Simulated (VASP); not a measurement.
**Ge2CN4: single point with PBE**

The system is Ge2CN4.

```xyz
14
Lattice="7.5863 0.0000 0.0098 0.0000 2.9051 0.0000 -3.7848 0.0000 6.5028" Properties=species:S:1:pos:R:3 pbc="T T T"
Ge    2.2881    0.7263    1.2782
Ge   -1.7176    2.1789    4.9160
Ge    5.5191    0.7263    1.5966
Ge    1.5134    2.1789    5.2344
C     0.0989    2.1789    2.7935
C     3.7027    0.7263    3.7190
N     3.8320    0.7263    2.3181
N    -0.0305    2.1789    4.1944
N     0.8393    0.7263    2.3639
N     2.3356    2.1789    0.2082
N     6.4450    2.1789    2.1128
N    -2.6434    0.7263    4.3997
N     2.9622    2.1789    4.1487
N     1.4659    0.7263    6.3043
```

- Program: VASP 6.6.1
- Task: single point
- Functional: PBE
- Potentials or basis: VASP PAW PBE potentials, release 64 (Ge_d, C, N)
- Cutoff: 520 eV
- k mesh: 4 × 8 × 4
- Occupations: fermi-dirac, width 0.02 eV
- Spin: no spin polarisation
- Dipole correction: no
- Further INCAR settings: ALGO = Normal; EDIFF = 1e-07; NBANDS = 65

- Pressure: 5.8 GPa
- Largest force: 0.293 eV/Å
- Band gap on the k mesh: 1.15 eV (least direct gap 1.47 eV)

Forces in eV/Å, atoms in the order of the input:
```
Ge  -0.025  0.000  0.005
Ge   0.026  0.000  0.025
Ge  -0.026  0.000 -0.025
Ge   0.025  0.000 -0.005
C    0.191  0.000 -0.112
C   -0.191  0.000  0.112
N   -0.027  0.000  0.088
N    0.027  0.000 -0.088
N   -0.245  0.000  0.161
N    0.046  0.000 -0.063
N    0.202  0.000  0.081
N   -0.202  0.000 -0.081
N    0.245  0.000 -0.161
N   -0.046  0.000  0.063
```

Stress tensor (GPa, compression positive):
```
5.76 0.00 0.24
0.00 5.64 0.00
0.24 0.00 6.05
```

Levels at points of the mesh, in eV from the valence-band top:
```csv
k point,band 48,band 49,band 50,band 51,band 52,band 53,band 54,band 55,band 56,band 57
"(0.00, 0.00, 0.00)",-1.34,-0.97,-0.55,-0.45,-0.37,1.30,1.44,3.08,3.73,4.32
"(0.50, 0.00, 0.00)",-1.89,-1.53,-0.58,-0.42,-0.32,1.15,1.91,3.73,4.32,4.72
"(0.00, 0.50, 0.00)",-1.96,-1.89,-1.89,-0.97,-0.97,3.53,3.53,3.65,3.65,5.99
"(0.50, 0.50, 0.00)",-2.09,-1.77,-1.77,-0.79,-0.79,3.17,3.17,4.66,4.66,4.87
"(0.00, 0.00, 0.50)",-1.91,-1.31,-0.49,-0.47,-0.46,1.66,1.72,3.34,4.27,4.47
"(0.50, 0.00, 0.50)",-1.80,-1.12,-0.64,-0.48,-0.44,1.36,1.83,3.76,3.88,4.80
"(0.00, 0.50, 0.50)",-2.11,-1.50,-1.50,-1.10,-1.10,3.52,3.52,4.22,4.22,5.24
"(0.50, 0.50, 0.50)",-2.28,-1.79,-1.79,-0.87,-0.87,3.14,3.14,4.50,4.50,5.18
```

Wall time 9.1 min on 1 thread of Intel(R) Xeon(R) Platinum 8175M CPU @ 2.50GHz (Skylake/Cascade Lake), with other jobs on the host, peak memory 0.48 GiB.

Caveat: the cell stands under pressure. A k mesh can miss the band edges.
